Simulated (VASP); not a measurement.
Here is a VASP 6.6.1 calculation.

INCAR

```
SYSTEM = KPt
PREC = Accurate
ENCUT = 520
EDIFF = 1E-7
ISMEAR = 0
SIGMA = 0.02
LREAL = .False.
LASPH = .True.
NELM = 80
ALGO = Normal
ISIF = 2
LWAVE = .False.
LCHARG = .False.
GGA = PS
NBANDS = 16
```

File KPOINTS:

```
regular mesh
0
Gamma
  10 10 5
  0 0 0
```

File POSCAR:

```
KPt
1.0
    3.0008472788      0.0000000000      0.0000000000
   -1.5004236394      2.5988099763      0.0000000000
    0.0000000000      0.0000000000      5.3455780000
Pt K
1 1
Direct
    0.6666666667      0.3333333333      0.0000000000
    0.0000000000      0.0000000000      0.5000000000
```

Potentials or basis: VASP PAW PBE potentials, release 64 (Pt, K_sv).

Run with:

```bash
$ cat potpaw_PBE.64/Pt/POTCAR potpaw_PBE.64/K_sv/POTCAR > POTCAR
$ mpirun -np 1 vasp_std > vasp.out
```

(1) What does it give for the pressure?

Answers

(1) -3.9 GPa.

Caveat: the PAW data sets were made with another functional, which shifts forces and pressure a little.
